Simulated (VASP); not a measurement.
# Sc2Ru (Fd-3m) in VASP: single point with PBE

Aim: the single point of Sc2Ru with PBE.

Everything below comes from runs of VASP 6.6.1. Logs are shortened: lines on timing, memory, paths and dates and some standing lists are left out, and cuts for length are marked.

### 1 The cell of the first run

It takes space group Fd-3m (No. 227, cubic). Conventional cell: a = 7.654 Å, b = 7.654 Å, c = 7.654 Å, α = 90.00°, β = 90.00°, γ = 90.00°. Within 3.6 Å of Sc (site symmetry -3m) lie 6 Sc at 2.71 Å and 6 Ru at 3.17 Å. Within 4.2 Å of Ru (site symmetry -43m) lie 12 Sc at 3.17 Å and 4 Ru at 3.31 Å.

### 2 Single point, PBE

INCAR

```
ALGO = Fast
EDIFF = 1E-6
ENCUT = 520
GGA = PE
ISIF = 2
ISMEAR = 0
LASPH = True
LCHARG = False
LREAL = False
LWAVE = False
NBANDS = 45
NELM = 80
PREC = Accurate
SIGMA = 0.1
```

KPOINTS

```
k-points
0
Gamma
  8 8 8
```

POSCAR

```
Sc2Ru
1.0
    0.0000000000      3.8272178859      3.8272178859
    3.8272178859      0.0000000000      3.8272178859
    3.8272178859      3.8272178859      0.0000000000
Sc Ru
4 2
Direct
    0.1250000000      0.1250000000      0.1250000000
    0.6250000000      0.1250000000      0.1250000000
    0.1250000000      0.1250000000      0.6250000000
    0.1250000000      0.6250000000      0.1250000000
    0.5000000000      0.5000000000      0.5000000000
    0.7500000000      0.7500000000      0.7500000000
```

Potentials or basis: VASP PAW PBE potentials, release 64 (Sc_sv, Ru_pv).

On the command line:

```console
$ cat potpaw_PBE.64/Sc_sv/POTCAR potpaw_PBE.64/Ru_pv/POTCAR > POTCAR
$ mpirun -np 1 vasp_std > vasp.out
```

OUTCAR:

```text
EDIFF = 1E-6
   ENCUT = 520
   GGA = PE
   ISIF = 2
   ISMEAR = 0
   LASPH = True
   LREAL = False
   NELM = 80
   PREC = Accurate

 ion  position               nearest neighbor table
   1  0.125  0.125  0.125-   2 2.71   3 2.71   4 2.71   3 2.71   4 2.71   2 2.71   6 3.17   5 3.17
                             6 3.17   5 3.17   6 3.17   5 3.17
   2  0.625  0.125  0.125-   1 2.71   3 2.71   4 2.71   1 2.71   3 2.71   4 2.71   5 3.17   6 3.17
                             5 3.17   5 3.17   6 3.17   6 3.17
   3  0.125  0.125  0.625-   1 2.71   1 2.71   2 2.71   4 2.71   4 2.71   2 2.71   6 3.17   5 3.17
                             6 3.17   5 3.17   6 3.17   5 3.17
   4  0.125  0.625  0.125-   1 2.71   3 2.71   1 2.71   2 2.71   3 2.71   2 2.71   5 3.17   6 3.17
                             5 3.17   6 3.17   6 3.17   5 3.17
   5  0.500  0.500  0.500-   1 3.17   3 3.17   4 3.17   1 3.17   2 3.17   3 3.17   1 3.17   2 3.17
                             4 3.17   2 3.17   3 3.17   4 3.17   6 3.31   6 3.31   6 3.31   6 3.31
   6  0.750  0.750  0.750-   2 3.17   3 3.17   4 3.17   1 3.17   2 3.17   4 3.17   1 3.17   2 3.17
                             3 3.17   1 3.17   3 3.17   4 3.17   5 3.31   5 3.31   5 3.31   5 3.31

  LATTYP: Found a face centered cubic cell.
 ALAT       =     7.6544357718

  Lattice vectors:

 A1 = (   0.0000000000,   3.8272178859,   3.8272178859)
 A2 = (   3.8272178859,   0.0000000000,   3.8272178859)
 A3 = (   3.8272178859,   3.8272178859,   0.0000000000)

Analysis of symmetry for initial positions (statically):
=====================================================================
 Subroutine PRICEL returns:
 Original cell was already a primitive cell.

 Routine SETGRP: Setting up the symmetry group for a
 face centered cubic supercell.

 Subroutine GETGRP returns: Found 48 space group operations
 (whereof 24 operations were pure point group operations)
 out of a pool of 48 trial point group operations.

The static configuration has the point symmetry T_d .
 The point group associated with its full space group is O_h .

Analysis of symmetry for dynamics (positions and initial velocities):
=====================================================================
 Subroutine PRICEL returns:
 Original cell was already a primitive cell.

 Routine SETGRP: Setting up the symmetry group for a
 face centered cubic supercell.

 Subroutine GETGRP returns: Found 48 space group operations
 (whereof 24 operations were pure point group operations)
 out of a pool of 48 trial point group operations.

[... 112 lines left out ...]
   NSW    =      0    number of steps for IOM
   IBRION =     -1    ionic relax: 0-MD 1-quasi-New 2-CG
   NFREE  =      0    steps in history (QN), initial steepest desc. (CG)
   ISIF   =      2    stress and relaxation
   ISYM   =      2    0-nonsym 1-usesym 2-fastsym
   POTIM  = 0.5000    time-step for ionic-motion
   TEBEG  =    0.0;   TEEND  =   0.0 temperature during run
   PSTRESS=    0.0 pullay stress
   NELECT =      72.0000    total number of electrons
   NUPDOWN=      -1.0000    fix difference up-down
   EMIN   =  10.00;   EMAX   =-10.00  energy-range for DOS
   EFERMI =   0.00;   METHOD = LEGACY
   ISMEAR =     0;   SIGMA  =   0.10  broadening in eV -4-tet -1-fermi 0-gaus
   EFERMI_NEDOS =   21; number of points for ismear=-14 and -15
   IALGO  =     68    algorithm
   IMIX   =      4    mixing-type and parameters
     AMIX     =   0.40;   BMIX     =  1.00
     AMIX_MAG =   1.60;   BMIX_MAG =  1.00
  volume/ion in A,a.u.               =      18.69       126.10
  Fermi-wavevector in a.u.,A,eV,Ry     =   1.412405  2.669058 27.142085  1.994887
  Thomas-Fermi vector in A             =   2.534157
   LORBIT       =      0    0 simple, 1 ext, 2 COOP (PROOUT), +10 PAW based schemes
   GGA     = PE    functional components
   LHFCALC =     F    Hartree Fock is set to
   AEXX    =    0.0000 exact exchange contribution
   IVDW    =     0    specifies the selected vdW correction
   LEPSILON=     F    determine dielectric tensor
   LRPA    =     F    only Hartree local field effects (RPA)
 non-spin polarized calculation
 RMM-DIIS sequential band-by-band and
 Gauss-broadening in eV      SIGMA  =   0.10
  energy-cutoff  :      520.00
  volume of cell :      112.12
 maximum number of plane-waves:      3042
   NGX = 21   NGY = 21   NGZ = 21

 number of electron      71.9999983 magnetization

 Free energy of the ion-electron system (eV)
  ---------------------------------------------------
  ext. energy  EPLUGINS =         0.00000000
  ---------------------------------------------------
  free energy    TOTEN  =       -40.24759520 eV

  energy without entropy =      -40.21648893  energy(sigma->0) =      -40.23204207

 E-fermi :   6.0592     XC(G=0): -11.4071

 val. band max:        6.0322577139   @ k =   0.5000   0.0000   0.0000
 cond. band min:       6.0658019316   @ k =  -0.3750   0.2500   0.1250
 fundamental gap:      0.0335442177
 Fermi energy:         6.0591586057

 k-point     1 :       0.0000    0.0000    0.0000
  band No.  band energies     occupation
      1     -43.1216      2.00000
      2     -42.7827      2.00000
      3     -42.7827      2.00000
      4     -42.7827      2.00000
      5     -35.8648      2.00000
      6     -35.8648      2.00000
[... 1141 lines left out ...]
     44       8.0830      0.00000
     45       8.1076      0.00000

 [... further k-points ...]

------------------------ aborting loop because EDIFF is reached ----------------------------------------

  FORCE on cell =-STRESS in cart. coord.  units (eV):
  Direction    XX          YY          ZZ          XY          YZ          ZX
  --------------------------------------------------------------------------------------
  -------------------------------------------------------------------------------------
  Total        0.1461359      0.1461359      0.1461359     -0.0000000     -0.0000000      0.0000000
  in kB        2.0882757      2.0882757      2.0882757     -0.0000000     -0.0000000      0.0000000
  external PRESSURE =       2.0882757 kB  Pullay stress =       0.0000000 kB

 VOLUME and BASIS-vectors are now :
 -----------------------------------------------------------------------------
  energy-cutoff  :      520.00
  volume of cell :      112.12
      direct lattice vectors                 reciprocal lattice vectors
     0.000000000  3.827217886  3.827217886    -0.130643202  0.130643202  0.130643202
     3.827217886  0.000000000  3.827217886     0.130643202 -0.130643202  0.130643202
     3.827217886  3.827217886  0.000000000     0.130643202  0.130643202 -0.130643202

 POSITION                                       TOTAL-FORCE (eV/Angst)
 -----------------------------------------------------------------------------------
      0.95680      0.95680      0.95680         0.000000      0.000000     -0.000000
      0.95680      2.87041      2.87041         0.000000      0.000000     -0.000000
      2.87041      2.87041      0.95680         0.000000      0.000000     -0.000000
      2.87041      0.95680      2.87041         0.000000      0.000000     -0.000000
      3.82722      3.82722      3.82722         0.000000      0.000000      0.000000
      5.74083      5.74083      5.74083        -0.000000     -0.000000     -0.000000
 -----------------------------------------------------------------------------------
    total drift:                                0.000000     -0.000000      0.000000

  FREE ENERGIE OF THE ION-ELECTRON SYSTEM (eV)
  ---------------------------------------------------
  free  energy   TOTEN  =       -40.2475951991 eV

  energy  without entropy=      -40.2164889312  energy(sigma->0) =      -40.23204207
```

Run time: 2 min. Hardware: 1 thread of Intel Xeon 6975P-C (Granite Rapids), shared host; peak memory 0.31 GiB.

Results:

```
Free energy            : -40.2476 eV
Pressure               : 0.2 GPa
Band gap on the k mesh : zero (band 36 reaches 6.15 eV, above the bottom of band 37 at 5.50 eV)
```
